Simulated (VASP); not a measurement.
# BeTe: single point with PBE

Crystal: BeTe.

```
Be Te
1.0
    -4.06453    4.06453    4.06453
     4.06453   -4.06453    4.06453
     4.06453    4.06453   -4.06453
Be Te
6 6
Direct
  0.12500 0.75000 0.87500
  0.62500 0.37500 0.25000
  0.75000 0.87500 0.12500
  0.87500 0.12500 0.75000
  0.37500 0.25000 0.62500
  0.25000 0.62500 0.37500
  0.75000 0.37500 0.62500
  0.12500 0.87500 0.25000
  0.25000 0.12500 0.87500
  0.37500 0.62500 0.75000
  0.87500 0.25000 0.12500
  0.62500 0.75000 0.37500
```

```yaml
Program: VASP 6.6.1
Task: single point
Functional: PBE
Potentials_or_basis: VASP PAW PBE potentials, release 64 (Be, Te)
Cutoff: 520 eV
k_mesh: 6 × 6 × 6
Occupations: gaussian, width 0.02 eV
Spin: no spin polarisation
```

The pressure is 0.1 GPa and the band gap on the k mesh is 1.69 eV.

Levels at points of the mesh, in eV from the valence-band top:
| k point | band 22 | band 23 | band 24 | band 25 | band 26 | band 27 |
| --- | --- | --- | --- | --- | --- | --- |
| (0.00, 0.00, 0.00) | 0.00 | 0.00 | 0.00 | 1.69 | 3.12 | 3.78 |
| (0.50, 0.00, 0.00) | -1.02 | -0.30 | -0.30 | 2.84 | 2.84 | 3.07 |
| (0.50, 0.50, 0.50) | -0.97 | -0.97 | -0.97 | 2.73 | 2.73 | 2.73 |

It took 6.9 min on 1 thread of Intel Xeon 8259CL, on a shared host, peak memory 0.45 GiB.

Caveat: spin-orbit coupling is left out, which moves the levels of the heavy elements. A k mesh can miss the band edges.
